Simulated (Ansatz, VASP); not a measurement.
## One calculation of ZnS, two programs

The input INCAR:

```
SYSTEM = ZnS
PREC = Accurate
ENCUT = 520
EDIFF = 1E-6
ISMEAR = 0
SIGMA = 0.01
LREAL = .False.
LASPH = .True.
NELM = 80
ALGO = Normal
ISIF = 2
LWAVE = .False.
LCHARG = .True.
GGA = PE
LELF = .True.
LVHAR = .True.
NBANDS = 16
```

Contents of KPOINTS:

```
Automatic mesh
0
Gamma
  4 4 4
  0 0 0
```

POSCAR

```
ZnS
1.0
    0.0000000000      2.7020000000      2.7020000000
    2.7020000000      0.0000000000      2.7020000000
    2.7020000000      2.7020000000      0.0000000000
Zn S
1 1
Direct
    0.2500000000      0.2500000000      0.2500000000
    0.0000000000      0.0000000000      0.0000000000
```

Input for Ansatz:

```yaml
crystal:
  lattice:
    - [0.0, 2.702, 2.702]
    - [2.702, 0.0, 2.702]
    - [2.702, 2.702, 0.0]
  atoms:
    - { symbol: Zn, position: [0.25, 0.25, 0.25] }
    - { symbol: S, position: [0.0, 0.0, 0.0] }
kpoints:
  mp_grid:
    grid: [4, 4, 4]
hamiltonian:
  xc: pbe
  pseudopotentials:
    kind: paw
scf:
  occupations:
    method: fixed
output:
  forces: true
  stress: true
```

Alike in both runs: task single point; functional PBE; k mesh 4 × 4 × 4; no spin polarisation.

|  | VASP | Ansatz |
| --- | --- | --- |
| version | VASP 6.6.1 | Ansatz 0.2.0 |
| potentials or method | VASP PAW PBE potentials, release 64 (Zn, S) | plane waves, PAW |
| plane-wave cutoff (eV) | 520 | 420 |
| occupations | gaussian, width 0.01 eV | fixed |
| valence electrons in the cell | 18 | 18 |

|  | VASP | Ansatz | Ansatz less VASP |
| --- | --- | --- | --- |
| pressure (GPa) | 2.1 | 1.9 | -0.16 |

The k mesh is coarse, so the values compare programs but aren't converged.
